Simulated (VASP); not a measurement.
# Cd3C2: single point with r2SCAN

Crystal: Cd3C2.

```
Cd C
1.0
     3.93207    0.00000    0.00000
    -1.96603    3.40527    0.00000
     0.00000    0.00000    5.87357
Cd C
3 2
Direct
  0.00000 0.00000 0.00000
  0.33333 0.66667 0.66645
  0.66667 0.33333 0.33355
  0.33333 0.66667 0.24128
  0.66667 0.33333 0.75872
```

- Program: VASP 6.6.1
- Task: single point
- Functional: r2SCAN
- Potentials or basis: VASP PAW PBE potentials, release 64 (Cd, C)
- Cutoff: 520 eV
- k mesh: 12 × 12 × 6
- Occupations: gaussian, width 0.1 eV
- Spin: no spin polarisation
- Dipole correction: no
- Further INCAR settings: ALGO = Normal; EDIFF = 1e-06; NBANDS = 30

- Pressure: 1.0 GPa
- Largest force: 0.029 eV/Å
- Band gap on the k mesh: zero (bands 22 and 23 overlap by 2.34 eV)

Forces in eV/Å, atoms in the order of the input:
```
Cd   0.000  0.000  0.000
Cd   0.000  0.000 -0.005
Cd   0.000  0.000  0.005
C    0.000  0.000 -0.029
C    0.000  0.000  0.029
```

Stress tensor (GPa, compression positive):
```
1.11 0.00 0.00
0.00 1.11 0.00
0.00 0.00 0.87
```

Levels at points of the mesh, in eV from the Fermi level:
```tsv
k point	band 20	band 21	band 22	band 23	band 24	band 25
(0.00, 0.00, 0.00)	0.17	0.43	0.57	0.57	0.74	1.91
(0.50, 0.00, 0.00)	-2.59	-2.24	-0.80	0.10	2.59	3.65
(0.00, 0.00, 0.50)	0.08	0.08	0.79	0.79	2.20	2.89
(0.50, 0.00, 0.50)	-1.14	-1.10	-0.72	-0.02	2.19	3.35
```

Wall time 8.2 min on 1 thread of Intel(R) Xeon(R) 6975P-C (Granite Rapids) (shared host), peak memory 0.33 GiB.

Caveat: the PAW data sets were made with another functional, which shifts forces and pressure a little.
